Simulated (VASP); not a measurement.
Input of a VASP 6.6.1 run:

The input INCAR:

```
SYSTEM = Sb
PREC = Accurate
ENCUT = 600
EDIFF = 1E-7
ISMEAR = 1
SIGMA = 0.05
LREAL = .False.
LASPH = .True.
NELM = 60
ALGO = Normal
ISIF = 3
LWAVE = .False.
LCHARG = .False.
GGA = PS
IBRION = 2
NSW = 60
EDIFFG = -0.01
```

The input KPOINTS:

```
Automatic mesh
0
Gamma
  16 16 9
  0 0 0
```

Contents of POSCAR:

```
Sb
1.0
    3.3300000000      0.0000000000      0.0000000000
   -1.6650000000      2.8838645946      0.0000000000
    0.0000000000      0.0000000000      5.2300000000
Sb
2
Direct
    0.3333333333      0.6666666667      0.2500000000
    0.6666666667      0.3333333333      0.7500000000
```

Potentials or basis: VASP PAW PBE potentials, release 64 (Sb).

Command:

```sh
$ cat potpaw_PBE.64/Sb/POTCAR > POTCAR
$ mpirun -np 1 vasp_std > vasp.out
```

**Question.** What does it give for the band gap on the k mesh?

**Answer.** Zero (band 5 reaches 12.82 eV, above the bottom of band 6 at 5.90 eV).

**Question.** What does it give for the space group after relaxing (to 0.05 Å)?

**Answer.** P6_3/mmc (No. 194).

**Question.** What does it give for the relaxed volume?

**Answer.** 26.08 Å³/atom.

Step by step:
```csv
step,energy change (eV),largest force (eV/Å),pressure (GPa),volume (Å³)
1,0.0000,0.0000,2.88,50.23
2,-0.0088,0.0000,-1.75,53.58
3,-0.0168,0.0000,0.01,52.16
```

Caveat: the PAW data sets were made with another functional, which shifts forces and pressure a little; spin-orbit coupling is left out, which moves the levels of the heavy elements. Zero-point motion and thermal expansion aren't in these numbers.
